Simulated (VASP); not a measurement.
The system is Pd.

```
Pd
1.0
     2.23514    1.29046    0.88871
    -2.23514    1.29046    0.88871
     0.00000   -2.58092    0.88871
Pd
1
Cartesian
  0.0000 0.0000 1.3331
```

- Program: VASP 6.6.1
- Task: relaxation of cell and atoms
- Functional: PBE
- Potentials or basis: VASP PAW PBE potentials, release 64 (Pd)
- Cutoff: 600 eV
- k mesh: 9 × 9 × 9
- Occupations: gaussian, width 0.1 eV
- Spin: no spin polarisation

At the start: pressure 0.3 GPa; volume 15.38 Å³/atom.

Question: How do energy, volume and symmetry change on relaxing?

Answer: Over 5 steps the energy falls by 4.0 meV/atom and the volume is 15.39 Å³/atom (+0.1 %); space group Im-3m (No. 229, to 0.1 Å) before and after.

Step by step:
```tsv
step	energy change (eV)	largest force (eV/Å)	pressure (GPa)	volume (Å³)
1	0.0000	0.0000	0.28	15.38
2	-0.0039	0.0000	-0.53	15.44
3	-0.0039	0.0000	-0.55	15.44
4	-0.0039	0.0000	0.67	15.32
5	-0.0040	0.0000	-0.02	15.39
```

Final structure:
```
Pd
1.0
     2.21624    1.27954    0.90451
    -2.21624    1.27954    0.90451
     0.00000   -2.55909    0.90451
Pd
1
Cartesian
  0.0000 0.0000 1.3568
```
